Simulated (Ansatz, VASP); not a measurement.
# Two plane-wave programs on C

```
C
1.0
     0.00000    1.41918   -3.28297
    -2.45809    0.00000    0.00000
     1.63873    9.23172    2.63661
C
10
Cartesian
  0.9832 8.7989 0.9841
  -1.4749 1.7030 -2.2989
  -0.2458 3.8318 -2.2989
  -1.4749 4.5414 0.9841
  -0.2458 6.6701 0.9841
  -0.2458 2.4126 -2.2973
  -1.4749 3.1222 0.9857
  -0.2458 5.2510 0.9857
  -1.4749 7.3797 0.9857
  -0.2458 9.5085 0.9857
```

Alike in both runs: task single point; functional PBEsol; dispersion D3(BJ); k mesh 8 × 11 × 3; occupations gaussian, width 0.05 eV; no spin polarisation.

|  | VASP | Ansatz |
| --- | --- | --- |
| version | VASP 6.6.1 | Ansatz 0.2.0 |
| potentials or method | VASP PAW PBE potentials, release 64 (C), cutoff 520 eV | scalar-relativistic, plane waves, PAW |
| valence electrons in the cell | 40 | 40 |

|  | VASP | Ansatz | Ansatz less VASP |
| --- | --- | --- | --- |
| gap on the k mesh at the Fermi level (eV) | 0.19 | 0.19 | +0.001 |
| least direct gap on the mesh (eV) | 0.19 | 0.20 | +0.001 |
| pressure (GPa) | -1.1 | -1.8 | -0.75 |
| traceless stress, the component that is largest in VASP (GPa) | -13.91 | -13.90 | +0.005 |
| rms of the force components (eV/Å) | 1.431 | 1.430 | -0.0014 |

VASP's potentials were made for PBE, not for PBEsol, and Ansatz warns of the same on its side. Atom by atom the forces differ by 0.012 eV/Å (rms over components).
